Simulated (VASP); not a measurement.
# Ga8P7N (P1) in VASP: further runs, part 2 of 2

VASP 6.6.1.

### Step 3. Single point, LDA

Input file INCAR:

```
SYSTEM = Ga8P7N
  ALGO = Normal
  EDIFF = 1E-6
  ENCUT = 700
  GGA = CA
  GGA_COMPAT = .FALSE.
  ISIF = 2
  ISMEAR = 1
  ISYM = -1
  LASPH = .TRUE.
  LCHARG = .FALSE.
  LREAL = Auto
  LWAVE = .FALSE.
  NBANDS = 86
  NELM = 120
  PREC = Accurate
  SIGMA = 0.05
```

Input file KPOINTS:

```
explicit points
1
Reciprocal
  0.25000000   0.25000000   0.25000000 1
```

Input file POSCAR:

```
Ga8P7N
1.0
   10.6324800000      0.0000000000      0.0000000000
    0.0000000000      5.3162400000      0.0000000000
    0.0000000000      0.0000000000      5.3162400000
Ga P N
8 7 1
Direct
    0.0047770000      0.9960740000      0.0173190000
    0.4961780000      0.9880320000      0.0033080000
    0.2531700000      0.5067550000      0.0036550000
    0.7413510000      0.4903570000      0.9971990000
    0.2406630000      0.9854480000      0.5030280000
    0.7552750000      0.0113520000      0.5098070000
    0.0067180000      0.4952590000      0.4923000000
    0.4878090000      0.4861520000      0.5242040000
    0.1378820000      0.2444680000      0.2365610000
    0.3726320000      0.7460250000      0.2586390000
    0.8724090000      0.7475160000      0.2467420000
    0.3695540000      0.2508780000      0.7495630000
    0.8747490000      0.2222300000      0.7433730000
    0.1338190000      0.7271240000      0.7464780000
    0.6225550000      0.7408520000      0.7342490000
    0.6384190000      0.2336890000      0.2579020000
```

Potentials or basis: VASP PAW LDA potentials, release 64 (Ga_d, P, N).

The run is started by

```bash
> cat potpaw_LDA.64/Ga_d/POTCAR potpaw_LDA.64/P/POTCAR potpaw_LDA.64/N/POTCAR > POTCAR
> mpirun -np 1 vasp_std > vasp.out
```

OUTCAR:

```text
SYSTEM = Ga8P7N
   EDIFF = 1E-6
   ENCUT = 700
   GGA = CA
   ISIF = 2
   ISMEAR = 1
   ISYM = -1
   LASPH = .TRUE.
   LREAL = Auto
   NELM = 120
   PREC = Accurate

 ion  position               nearest neighbor table
   1  0.005  0.996  0.017-   9 2.26  11 2.28  13 2.34  14 2.45
   2  0.496  0.988  0.003-  10 2.29  15 2.36  12 2.36
   3  0.253  0.507  0.004-  14 2.20   9 2.23  10 2.25  12 2.28
   4  0.741  0.490  0.997-  16 2.23  15 2.31  11 2.36  13 2.42
   5  0.241  0.985  0.503-  14 2.20   9 2.26  10 2.30  12 2.36
   6  0.755  0.011  0.510-  13 2.10  16 2.18  11 2.34  15 2.34
   7  0.007  0.495  0.492-  14 2.27  11 2.35   9 2.36  13 2.42
   8  0.488  0.486  0.524-  12 2.14  15 2.27  10 2.32
   9  0.138  0.244  0.237-   3 2.23   5 2.26   1 2.26   7 2.36
  10  0.373  0.746  0.259-   3 2.25   2 2.29   5 2.30   8 2.32
  11  0.872  0.748  0.247-   1 2.28   6 2.34   7 2.35   4 2.36
  12  0.370  0.251  0.750-   8 2.14   3 2.28   2 2.36   5 2.36
  13  0.875  0.222  0.743-   6 2.10   1 2.34   7 2.42   4 2.42
  14  0.134  0.727  0.746-   5 2.20   3 2.20   7 2.27   1 2.45
  15  0.623  0.741  0.734-   8 2.27   4 2.31   6 2.34   2 2.36
  16  0.638  0.234  0.258-   6 2.18   4 2.23

IMPORTANT INFORMATION: All symmetrisations will be switched off!
[... 141 lines left out ...]
      2     -10.3602      2.00000
      3     -10.3295      2.00000
      4     -10.2915      2.00000
      5     -10.2330      2.00000
      6     -10.2181      2.00000
[... 76 lines left out ...]
     83       8.9665      0.00000
     84       9.2615      0.00000
 [bands above 84 left out]

------------------------ aborting loop because EDIFF is reached ----------------------------------------

  FORCE on cell =-STRESS in cart. coord.  units (eV):
  Direction    XX          YY          ZZ          XY          YZ          ZX
  --------------------------------------------------------------------------------------
  -------------------------------------------------------------------------------------
  Total       -0.1886008      3.1977695      2.7809167      3.2148093    -11.6658569      0.0561522
  in kB       -1.0055657     17.0495927     14.8270526     17.1404441    -62.1990133      0.2993877
  external PRESSURE =      10.2903599 kB  Pullay stress =       0.0000000 kB

 VOLUME and BASIS-vectors are now :
 -----------------------------------------------------------------------------
  energy-cutoff  :      700.00
  volume of cell :      300.50
      direct lattice vectors                 reciprocal lattice vectors
    10.632480000  0.000000000  0.000000000     0.094051435  0.000000000  0.000000000
     0.000000000  5.316240000  0.000000000     0.000000000  0.188102870  0.000000000
     0.000000000  0.000000000  5.316240000     0.000000000  0.000000000  0.188102870

 POSITION                                       TOTAL-FORCE (eV/Angst)
 -----------------------------------------------------------------------------------
      0.05079      5.29537      0.09207        -0.023618     -0.484733     -1.051685
      5.27560      5.25262      0.01759         1.922831      1.287470      0.723329
      2.69182      2.69403      0.01943         0.852920     -0.343061      0.013847
      7.88240      2.60686      5.30135        -0.174837     -1.691379      1.443906
      2.55884      5.23888      2.67422         1.255483      0.678475     -0.129520
      8.03045      0.06035      2.71026        -2.487322     -0.360646     -3.035056
[... 8 lines left out ...]
      6.61930      3.93855      3.90344        -0.243266      0.262664      0.574865
      6.78798      1.24235      1.37107        -0.858001      0.326611     -0.346149
 -----------------------------------------------------------------------------------
    total drift:                               -0.003934     -0.011196      0.000364

  FREE ENERGIE OF THE ION-ELECTRON SYSTEM (eV)
  ---------------------------------------------------
  free  energy   TOTEN  =       -82.7619474447 eV

  energy  without entropy=      -82.7648463974  energy(sigma->0) =      -82.76291376
```

OSZICAR:

```text
N       E                     dE             d eps       ncg     rms          rms(c)
DAV:   1     0.184519001195E+04    0.18452E+04   -0.70975E+04   188   0.305E+03
DAV:   2     0.371563516602E+03   -0.14736E+04   -0.14092E+04   172   0.879E+02
DAV:   3    -0.387454242785E+02   -0.41031E+03   -0.38214E+03   210   0.273E+02
DAV:   4    -0.831252056325E+02   -0.44380E+02   -0.43235E+02   192   0.872E+01
DAV:   5    -0.873663139278E+02   -0.42411E+01   -0.42115E+01   264   0.252E+01    0.151E+01
DAV:   6    -0.834687048936E+02    0.38976E+01   -0.14753E+01   272   0.292E+01    0.100E+01
DAV:   7    -0.829044349948E+02    0.56427E+00   -0.39706E+00   184   0.110E+01    0.549E+00
DAV:   8    -0.828033005044E+02    0.10113E+00   -0.19239E+00   218   0.101E+01    0.220E+00
DAV:   9    -0.827567661983E+02    0.46534E-01   -0.23259E-01   208   0.492E+00    0.911E-01
DAV:  10    -0.827610369319E+02   -0.42707E-02   -0.12062E-01   184   0.242E+00    0.382E-01
DAV:  11    -0.827616048396E+02   -0.56791E-03   -0.19280E-02   232   0.214E+00    0.177E-01
DAV:  12    -0.827617753483E+02   -0.17051E-03   -0.42937E-03   232   0.786E-01    0.667E-02
DAV:  13    -0.827619101686E+02   -0.13482E-03   -0.16693E-03   224   0.333E-01    0.370E-02
DAV:  14    -0.827619252437E+02   -0.15075E-04   -0.39382E-04   204   0.290E-01    0.203E-02
DAV:  15    -0.827619467834E+02   -0.21540E-04   -0.23645E-04   280   0.106E-01    0.105E-02
DAV:  16    -0.827619474116E+02   -0.62821E-06   -0.16531E-05   178   0.467E-02    0.500E-03
DAV:  17    -0.827619474447E+02   -0.33095E-07   -0.28445E-06   136   0.207E-02
   1 F= -.82761947E+02 E0= -.82762914E+02  d E =0.289895E-02
```

stdout:

```text
POSCAR found type information on POSCAR GaP N
 POSCAR found :  3 types and      16 ions
 scaLAPACK will be used
 LDA part: xc-table for (Slater(with rela. corr.)+CA(PZ))
 , standard interpolation
 POSCAR, INCAR and KPOINTS ok, starting setup
 FFT: planning ... GRIDC
 FFT: planning ... GRID_SOFT
 FFT: planning ... GRID
 WAVECAR not read
 entering main loop
```

Run time: 1.8 min. Hardware: 1 thread of AMD EPYC 7R43 (Zen 3), shared host; peak memory 0.33 GiB.

Results:

| Property | Result |
| --- | --- |
| Free energy | -82.7619 eV |
| Pressure | 1.0 GPa |
| Largest force | 3.941 eV/Å |

Forces in eV/Å, atoms in the order of the input:
```
Ga  -0.024 -0.485 -1.052
Ga   1.923  1.287  0.723
Ga   0.853 -0.343  0.014
Ga  -0.175 -1.691  1.444
Ga   1.255  0.678 -0.130
Ga  -2.487 -0.361 -3.035
Ga  -0.639 -0.556 -0.103
Ga   2.511  0.135 -2.545
P   -1.285  0.014  0.718
P    0.314 -0.048  0.216
P   -0.084 -0.456  0.424
P   -0.639 -1.896  1.119
P    1.470  2.272  1.518
P   -1.892  0.861  0.459
P   -0.243  0.263  0.575
N   -0.858  0.327 -0.346
```

Levels at points of the mesh, in eV from the Fermi level:
```csv
k point,band 70,band 71,band 72,band 73,band 74,band 75
"(0.25, 0.25, 0.25)",-0.53,-0.41,-0.04,2.05,2.28,2.80
```

Caveat: forces of over 1 eV/Å act on the atoms, so gaps and moduli don't describe the material at rest.

### Step 4. Single point, PBE

Input file INCAR:

```
  PREC = Accurate
  ENCUT = 700
  EDIFF = 1E-6
  ISMEAR = -1
  SIGMA = 0.05
  LREAL = Auto
  LASPH = T
  NELM = 120
  ALGO = Normal
  ISIF = 2
  LWAVE = F
  LCHARG = F
  GGA = PE
  NBANDS = 86
  ISYM = -1
  GGA_COMPAT = F
```

KPOINTS is that of step 3.

POSCAR is that of step 3.

Potentials or basis: VASP PAW PBE potentials, release 64 (Ga_d, P, N).

The run is started by

```bash
> cat potpaw_PBE.64/Ga_d/POTCAR potpaw_PBE.64/P/POTCAR potpaw_PBE.64/N/POTCAR > POTCAR
> mpirun -np 1 vasp_std > vasp.out
```

It took 2.7 min on 1 thread of AMD EPYC 7R43 (Zen 3), shared host; peak memory 0.44 GiB.

Results (log left out):

```yaml
Free_energy: -71.6465 eV
Pressure: 6.7 GPa
Largest_force: 4.041 eV/Å
```

Forces in eV/Å, atoms in the order of the input:
```
Ga  -0.009 -0.501 -1.081
Ga   2.007  1.348  0.757
Ga   0.894 -0.334  0.032
Ga  -0.180 -1.716  1.456
Ga   1.276  0.716 -0.115
Ga  -2.564 -0.409 -3.097
Ga  -0.688 -0.587 -0.113
Ga   2.623  0.091 -2.663
P   -1.305  0.026  0.730
P    0.358 -0.033  0.230
P   -0.116 -0.506  0.419
P   -0.682 -1.995  1.148
P    1.565  2.376  1.593
P   -1.986  0.880  0.498
P   -0.230  0.295  0.560
N   -0.965  0.349 -0.353
```

Stress tensor (GPa, compression positive):
```
 5.70  1.98  0.19
 1.98  7.35 -6.33
 0.19 -6.33  7.14
```

Levels at points of the mesh, in eV from the Fermi level:
| k point | band 70 | band 71 | band 72 | band 73 | band 74 | band 75 |
| --- | --- | --- | --- | --- | --- | --- |
| (0.25, 0.25, 0.25) | -1.56 | -1.44 | -1.10 | 1.11 | 1.35 | 1.86 |

Caveat: the cell stands under pressure; forces of over 1 eV/Å act on the atoms, so gaps and moduli don't describe the material at rest.

### Step 5. Single point, HF

POSCAR is that of step 4.

Input file INCAR.step1:

```
SYSTEM = Ga8P7N
PREC = Accurate ; ENCUT = 520
EDIFF = 1E-5 ; ISMEAR = -1
SIGMA = 0.05 ; LREAL = Auto
LASPH = .TRUE. ; NELM = 120
ALGO = Normal ; ISIF = 2
LWAVE = .TRUE. ; NBANDS = 86
GGA = PE ; ISYM = -1
GGA_COMPAT = .FALSE.
```

Input file INCAR.step2:

```
SYSTEM = Ga8P7N
PREC = Accurate ; ENCUT = 520
EDIFF = 1E-6 ; ISMEAR = -1
SIGMA = 0.05 ; LREAL = Auto
LASPH = .TRUE. ; NELM = 120
ALGO = Normal ; ISIF = 2
LWAVE = .FALSE. ; LCHARG = .TRUE.
GGA = PE ; LHFCALC = .TRUE.
AEXX = 1.0 ; ALDAC = 0.0
AGGAC = 0.0 ; PRECFOCK = Fast
LELF = .TRUE. ; LVHAR = .TRUE.
NBANDS = 86 ; ISTART = 1
ISYM = -1 ; GGA_COMPAT = .FALSE.
```

KPOINTS is that of step 4.

The run is started by

```bash
> cat potpaw_PBE.64/Ga_d/POTCAR potpaw_PBE.64/P/POTCAR potpaw_PBE.64/N/POTCAR > POTCAR
> cp INCAR.step1 INCAR
> mpirun -np 1 vasp_std > vasp.out
> cp INCAR.step2 INCAR
> mpirun -np 1 vasp_std > vasp.out
```

It took 12 min on 1 thread of AMD EPYC 7R43 (Zen 3), shared host; peak memory 0.38 GiB.

Results (log left out):

```
Free energy   : -148.2523 eV
Pressure      : 6.6 GPa
Largest force : 5.177 eV/Å
```

Forces on the atoms (eV/Å):
```
Ga  -0.249 -0.571 -1.321
Ga   2.612  1.725  1.090
Ga   0.922 -0.443 -0.021
Ga  -0.522 -2.178  1.954
Ga   1.434  0.853 -0.136
Ga  -3.420 -0.284 -3.877
Ga  -1.090 -0.718 -0.104
Ga   3.298 -0.021 -3.249
P   -1.559  0.011  0.896
P    0.634  0.007  0.189
P    0.133 -0.664  0.480
P   -0.503 -2.340  1.338
P    2.035  2.837  1.827
P   -2.293  1.069  0.618
P   -0.192  0.309  0.789
N   -1.240  0.409 -0.474
```

Stress tensor (GPa, compression positive):
```
 4.00  2.51  0.42
 2.51  7.99 -6.45
 0.42 -6.45  7.72
```

Levels at points of the mesh, in eV from the Fermi level:
| k point | band 68 | band 69 | band 70 | band 71 | band 72 | band 73 | band 74 | band 75 | band 76 | band 77 |
| --- | --- | --- | --- | --- | --- | --- | --- | --- | --- | --- |
| (0.25, 0.25, 0.25) | -2.44 | -2.21 | -1.41 | -1.35 | -1.22 | 8.71 | 9.17 | 9.37 | 9.54 | 9.80 |

Caveat: the cell stands under pressure; the PAW data sets were made with another functional, which shifts forces and pressure a little.

### Step 6. Summary

| level | potentials or basis | cutoff (eV) | smearing | grid for exact exchange (PRECFOCK) | share of exact exchange | pressure (GPa) | largest force (eV/Å) |
| --- | --- | --- | --- | --- | --- | --- | --- |
| PBEsol | VASP PAW PBE potentials, release 64 (Ga_d, P, N) | 700 | fermi-dirac 0.05 eV | - | - | 3.3 | 4.00 |
| LDA | VASP PAW LDA potentials, release 64 (Ga_d, P, N) | 700 | methfessel-paxton 0.05 eV | - | - | 1.0 | 3.94 |
| PBE | VASP PAW PBE potentials, release 64 (Ga_d, P, N) | 700 | fermi-dirac 0.05 eV | - | - | 6.7 | 4.04 |
| HF | VASP PAW PBE potentials, release 64 (Ga_d, P, N) | 520 | fermi-dirac 0.05 eV | Fast | 1 | 6.6 | 5.18 |

Alike in all rows: task single point; no spin polarisation; cell as given; k mesh 1 × 1 × 1, shifted.

Caveats: the cell stands under pressure (at least some runs); the PAW data sets were made with another functional, which shifts forces and pressure a little (at least some runs); forces of over 1 eV/Å act on the atoms, so gaps and moduli don't describe the material at rest (at least some runs).

Absolute energies hang on the potentials; compare differences alone.
